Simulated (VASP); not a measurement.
# PdPt (R-3m) in VASP: further runs

The runs below take PdPt through electric field gradients, with LDA.

Everything below comes from runs of VASP 6.6.1. Logs are shortened: lines on timing, memory, paths and dates and some standing lists are left out, and cuts for length are marked.

## Step 1: The cell of the first run

The structure is trigonal, space group R-3m (No. 166). Conventional cell: a = 2.768 Å, b = 2.768 Å, c = 13.667 Å, α = 90.00°, β = 90.00°, γ = 120.00°. Pd (site symmetry -3m) has 6 Pd at 2.77 Å and 6 Pt at 2.78 Å within 3.6 Å. Within 3.6 Å of Pt (site symmetry -3m) lie 6 Pt at 2.77 Å and 6 Pd at 2.78 Å.

## Step 2: Electric field gradients, LDA (15.12 Å³/atom)

INCAR

```
SYSTEM = PdPt
  PREC = Accurate
  ENCUT = 520
  EDIFF = 1E-8
  ISMEAR = -1
  SIGMA = 0.05
  LREAL = .False.
  LASPH = .True.
  NELM = 60
  ALGO = Normal
  ISIF = 2
  LWAVE = .False.
  LCHARG = .False.
  GGA = CA
  LEFG = .True.
  NBANDS = 17
```

KPOINTS

```
regular mesh
0
Gamma
  15 15 15
  0 0 0
```

POSCAR

```
PdPt
1.0
    1.3841154119      0.7991194057      4.5556623728
   -1.3841154119      0.7991194057      4.5556623728
    0.0000000000     -1.5982388113      4.5556623728
Pd Pt
1 1
Direct
    0.0000000000      0.0000000000      0.0000000000
    0.5000000000      0.5000000000      0.5000000000
```

Potentials or basis: VASP PAW LDA potentials, release 64 (Pd, Pt).

The run is started by

```console
$ cat potpaw_LDA.64/Pd/POTCAR potpaw_LDA.64/Pt/POTCAR > POTCAR
$ mpirun -np 1 vasp_std > vasp.out
```

OUTCAR:

```text
SYSTEM = PdPt
   PREC = Accurate
   ENCUT = 520
   EDIFF = 1E-8
   ISMEAR = -1
   LREAL = .False.
   LASPH = .True.
   NELM = 60
   ISIF = 2
   GGA = CA

 ion  position               nearest neighbor table
   1  0.000  0.000  0.000-   2 2.78   2 2.78   2 2.78   2 2.78   2 2.78   2 2.78
   2  0.500  0.500  0.500-   1 2.78   1 2.78   1 2.78   1 2.78   1 2.78   1 2.78

  LATTYP: Found a trigonal (rhomboedric) cell.
 ALAT       =     4.8278801718
 COS(alpha) =     0.8356152067

  Lattice vectors:

 A1 = (   1.3841154119,   0.7991194057,   4.5556623728)
 A2 = (  -1.3841154119,   0.7991194057,   4.5556623728)
 A3 = (   0.0000000000,  -1.5982388113,   4.5556623728)

Analysis of symmetry for initial positions (statically):
=====================================================================
 Subroutine PRICEL returns:
 Original cell was already a primitive cell.

 Routine SETGRP: Setting up the symmetry group for a
 trigonal (rhombohedral) supercell.

 Subroutine GETGRP returns: Found 12 space group operations
 (whereof 12 operations were pure point group operations)
 out of a pool of 12 trial point group operations.

The static configuration has the point symmetry D_3d.

Analysis of symmetry for dynamics (positions and initial velocities):
=====================================================================
 Subroutine PRICEL returns:
 Original cell was already a primitive cell.

 Routine SETGRP: Setting up the symmetry group for a
 trigonal (rhombohedral) supercell.

 Subroutine GETGRP returns: Found 12 space group operations
 (whereof 12 operations were pure point group operations)
 out of a pool of 12 trial point group operations.

The dynamic configuration has the point symmetry D_3d.

 Subroutine INISYM returns: Found 12 space group operations
 (whereof 12 operations are pure point group operations),
 and found     1 'primitive' translations

----------------------------------------------------------------------------------------

                                     Primitive cell

  volume of cell :      30.2334

  direct lattice vectors                    reciprocal lattice vectors
     1.384115412  0.799119406  4.555662373     0.361241552  0.208562907  0.073169016
    -1.384115412  0.799119406  4.555662373    -0.361241552  0.208562907  0.073169016
     0.000000000 -1.598238811  4.555662373     0.000000000 -0.417125815  0.073169016

  length of vectors
     4.827880172  4.827880172  4.827880172     0.423494570  0.423494570  0.423494570

  position of ions in fractional coordinates (direct lattice)
     0.000000000  0.000000000  0.000000000
     0.500000000  0.500000000  0.500000000

  ion indices of the primitive-cell ions
   primitive index   ion index
                 1           1
                 2           2

----------------------------------------------------------------------------------------

 KPOINTS: regular mesh

Automatic generation of k-mesh.
 Grid dimensions read from file:
 generate k-points for:   15   15   15

 Generating k-lattice:

  Cartesian coordinates                     Fractional coordinates (reciprocal lattice)
     0.024082770  0.013904194  0.004877934     0.066666667  0.000000000 -0.000000000
    -0.024082770  0.013904194  0.004877934     0.000000000  0.066666667 -0.000000000
     0.000000000 -0.027808388  0.004877934    -0.000000000 -0.000000000  0.066666667

  Length of vectors
     0.028232971  0.028232971  0.028232971

  Shift w.r.t. Gamma in fractional coordinates (k-lattice)
     0.000000000  0.000000000  0.000000000

 Subroutine IBZKPT returns following result:
 ===========================================

 Found    344 irreducible k-points:

 Following reciprocal coordinates:
            Coordinates               Weight
  0.000000  0.000000  0.000000      1.000000
  0.066667  0.000000  0.000000      6.000000
  0.133333  0.000000 -0.000000      6.000000
  0.200000 -0.000000  0.000000      6.000000
  0.266667  0.000000 -0.000000      6.000000
  0.333333 -0.000000 -0.000000      6.000000
[... 16 lines left out ...]
  0.133333  0.133333 -0.000000      6.000000
  0.200000  0.133333 -0.000000     12.000000
 [... further k-points ...]
   k-points           NKPTS =    344   k-points in BZ     NKDIM =    344   number of bands    NBANDS=     17
   number of dos      NEDOS =    301   number of ions     NIONS =      2
   total plane-waves  NPLWV =  46656
   dimension x,y,z NGX =    36 NGY =   36 NGZ =   36
   dimension x,y,z NGXF=    72 NGYF=   72 NGZF=   72
   ions per type =               1   1
   NGX,Y,Z   is equivalent  to a cutoff of  12.40, 12.40, 12.40 a.u.
   NGXF,Y,Z  is equivalent  to a cutoff of  24.79, 24.79, 24.79 a.u.
 SYSTEM =  PdPt
   PREC   = accura    normal or accurate (medium, high low for compatibility)
   ISTART =      0    job   : 0-new  1-cont  2-samecut
   ICHARG =      2    charge: 1-file 2-atom 10-const
   ISPIN  =      1    spin polarized calculation?
   LNONCOLLINEAR =      F non collinear calculations
   LSORBIT =      F    spin-orbit coupling
   LASPH  =      T    aspherical Exc in radial PAW
   ENCUT  =  520.0 eV  38.22 Ry    6.18 a.u.   8.98  8.98  8.98*2*pi/ulx,y,z
   NELM   =     60;   NELMIN=  2; NELMDL= -5     # of ELM steps
   EDIFF  = 0.1E-07   stopping-criterion for ELM
   LREAL  =      F    real-space projection
   EDIFFG = 0.1E-06   stopping-criterion for IOM
   NSW    =      0    number of steps for IOM
   IBRION =     -1    ionic relax: 0-MD 1-quasi-New 2-CG
   NFREE  =      0    steps in history (QN), initial steepest desc. (CG)
   ISIF   =      2    stress and relaxation
   ISYM   =      2    0-nonsym 1-usesym 2-fastsym
   POTIM  = 0.5000    time-step for ionic-motion
   TEBEG  =    0.0;   TEEND  =   0.0 temperature during run
   PSTRESS=    0.0 pullay stress
   NELECT =      20.0000    total number of electrons
   NUPDOWN=      -1.0000    fix difference up-down
   EMIN   =  10.00;   EMAX   =-10.00  energy-range for DOS
   EFERMI =   0.00;   METHOD = LEGACY
   ISMEAR =    -1;   SIGMA  =   0.05  broadening in eV -4-tet -1-fermi 0-gaus
   EFERMI_NEDOS =   21; number of points for ismear=-14 and -15
   IALGO  =     38    algorithm
   IMIX   =      4    mixing-type and parameters
     AMIX     =   0.40;   BMIX     =  1.00
     AMIX_MAG =   1.60;   BMIX_MAG =  1.00
  volume/ion in A,a.u.               =      15.12       102.01
  Fermi-wavevector in a.u.,A,eV,Ry     =   1.426448  2.695596 27.684503  2.034754
  Thomas-Fermi vector in A             =   2.546724
   LORBIT       =      0    0 simple, 1 ext, 2 COOP (PROOUT), +10 PAW based schemes
   GGA     = CA    functional components
   LHFCALC =     F    Hartree Fock is set to
   AEXX    =    0.0000 exact exchange contribution
   IVDW    =     0    specifies the selected vdW correction
   LEPSILON=     F    determine dielectric tensor
   LRPA    =     F    only Hartree local field effects (RPA)
 non-spin polarized calculation
  energy-cutoff  :      520.00
  volume of cell :       30.23
 maximum number of plane-waves:       831
   NGX = 17   NGY = 17   NGZ = 17

 number of electron      19.9999999 magnetization

 Free energy of the ion-electron system (eV)
  ---------------------------------------------------
  ext. energy  EPLUGINS =         0.00000000
  ---------------------------------------------------
  free energy    TOTEN  =       -14.05570198 eV

  energy without entropy =      -14.02340054  energy(sigma->0) =      -14.03955126

 E-fermi :  10.1094     XC(G=0): -13.5267

 val. band max:       10.1080666677   @ k =   0.4000   0.0000  -0.0000
 cond. band min:      10.1094814002   @ k =  -0.3333   0.0667   0.0667
 fundamental gap:      0.0014147325
 Fermi energy:        10.1093893896

 k-point     1 :       0.0000    0.0000    0.0000
  band No.  band energies     occupation
      1       1.2078      2.00000
      2       4.0430      2.00000
      3       6.5804      2.00000
      4       6.5804      2.00000
      5       6.8618      2.00000
      6       7.1022      2.00000
[... 9 lines left out ...]
     16      30.0046      0.00000
     17      30.0046      0.00000

 k-point     2 :       0.0667    0.0000    0.0000
  band No.  band energies     occupation
      1       1.3705      2.00000
      2       4.1624      2.00000
      3       6.4890      2.00000
      4       6.6860      2.00000
      5       6.9126      2.00000
      6       7.0272      2.00000
[... 9 lines left out ...]
     16      29.3302      0.00000
     17      29.8919      0.00000

 k-point     3 :       0.1333    0.0000   -0.0000
  band No.  band energies     occupation
      1       1.8406      2.00000
      2       4.4959      2.00000
      3       6.2514      2.00000
      4       6.7601      2.00000
      5       6.9813      2.00000
      6       7.1211      2.00000
[... 9 lines left out ...]
     16      28.0460      0.00000
     17      28.6907      0.00000

 k-point     4 :       0.2000   -0.0000    0.0000
  band No.  band energies     occupation
      1       2.5541      2.00000
      2       4.9388      2.00000
      3       6.0001      2.00000
      4       6.4224      2.00000
      5       7.2928      2.00000
      6       7.3666      2.00000
[... 9 lines left out ...]
     16      27.6574      0.00000
     17      28.0928      0.00000
[... 343 lines left out ...]
      1       1.6753      2.00000
      2       4.3841      2.00000
      3       6.3184      2.00000
      4       6.8661      2.00000
      5       6.8835      2.00000
      6       7.0303      2.00000
[... 9 lines left out ...]
     16      28.2974      0.00000
     17      28.9690      0.00000

 k-point    23 :       0.1333    0.1333   -0.0000
  band No.  band energies     occupation
      1       1.8786      2.00000
      2       4.4868      2.00000
      3       6.2725      2.00000
      4       6.7956      2.00000
      5       6.9798      2.00000
      6       7.0863      2.00000
[... 9 lines left out ...]
     16      27.9823      0.00000
     17      28.6903      0.00000

 k-point    24 :       0.2000    0.1333   -0.0000
  band No.  band energies     occupation
      1       2.3341      2.00000
      2       4.7658      2.00000
      3       6.0778      2.00000
      4       6.5763      2.00000
      5       7.2036      2.00000
      6       7.2248      2.00000
[... 9 lines left out ...]
     16      26.8649      0.00000
     17      27.3983      0.00000

 [... further k-points ...]

------------------------ aborting loop because EDIFF is reached ----------------------------------------

  FORCE on cell =-STRESS in cart. coord.  units (eV):
  Direction    XX          YY          ZZ          XY          YZ          ZX
  --------------------------------------------------------------------------------------
  -------------------------------------------------------------------------------------
  Total       -2.0044616     -2.0044616     -2.0360523      0.0000000     -0.0000000      0.0000000
  in kB     -106.2237317   -106.2237317   -107.8978422      0.0000000     -0.0000000      0.0000000
  external PRESSURE =    -106.7817685 kB  Pullay stress =       0.0000000 kB

 VOLUME and BASIS-vectors are now :
 -----------------------------------------------------------------------------
  energy-cutoff  :      520.00
  volume of cell :       30.23
      direct lattice vectors                 reciprocal lattice vectors
     1.384115412  0.799119406  4.555662373     0.361241552  0.208562907  0.073169016
    -1.384115412  0.799119406  4.555662373    -0.361241552  0.208562907  0.073169016
     0.000000000 -1.598238811  4.555662373     0.000000000 -0.417125815  0.073169016

 POSITION                                       TOTAL-FORCE (eV/Angst)
 -----------------------------------------------------------------------------------
      0.00000      0.00000      0.00000         0.000000     -0.000000      0.000000
      0.00000      0.00000      6.83349         0.000000      0.000000     -0.000000
 -----------------------------------------------------------------------------------
    total drift:                                0.000000     -0.000000      0.000000

  FREE ENERGIE OF THE ION-ELECTRON SYSTEM (eV)
  ---------------------------------------------------
  free  energy   TOTEN  =       -14.0557019762 eV

  energy  without entropy=      -14.0234005450  energy(sigma->0) =      -14.03955126

 Electric field gradients (V/A^2)
---------------------------------------------------------------------
 ion       V_xx      V_yy      V_zz      V_xy      V_xz      V_yz
---------------------------------------------------------------------
   1      -1.565    -1.565     3.129    -0.000    -0.000    -0.000
   2      -6.655    -6.655    13.309    -0.000     0.000    -0.000
---------------------------------------------------------------------

 Electric field gradients after diagonalization (V/A^2)
 (convention: |V_zz| > |V_xx| > |V_yy|)
----------------------------------------------------------------------
 ion       V_xx      V_yy      V_zz     asymmetry (V_yy - V_xx)/ V_zz
----------------------------------------------------------------------
   1      -1.565    -1.565     3.129       0.000
   2      -6.655    -6.655    13.309       0.000
----------------------------------------------------------------------

           NMR quadrupolar parameters

 Cq : quadrupolar parameter    Cq=e*Q*V_zz/h
 eta: asymmetry parameters     (V_yy - V_xx)/ V_zz
 Q  : nuclear electric quadrupole moment in mb (millibarn)
----------------------------------------------------------------------
 ion       Cq(MHz)       eta       Q (mb)
----------------------------------------------------------------------
   1       0.008       0.000       1.000
   2       0.032       0.000       1.000
----------------------------------------------------------------------
```

Run time: 8.5 min. Hardware: 1 thread of Intel Xeon 8259CL, shared host; peak memory 0.33 GiB.

Results:

| Property | Result |
| --- | --- |
| Free energy | -14.0557 eV |
| Pressure | -10.7 GPa |
| Band gap on the k mesh | zero (bands 10 and 11 overlap by 1.48 eV) |
| Largest electric field gradient by atom | Pd +3.1; Pt +13.3 V/Å² |

Electric field gradients, principal values (V/Å²):
| atom | least | middle | greatest (by size) |
| --- | --- | --- | --- |
| 1 Pd | -1.565 | -1.565 | 3.129 |
| 2 Pt | -6.655 | -6.655 | 13.309 |

Caveat: the cell stands under tension; without QUAD_EFG the Cq values of the log hold for a quadrupole moment of 1 mb, not for the nuclei; spin-orbit coupling is left out, which moves the levels of the heavy elements.

[end of part 1 of 2]
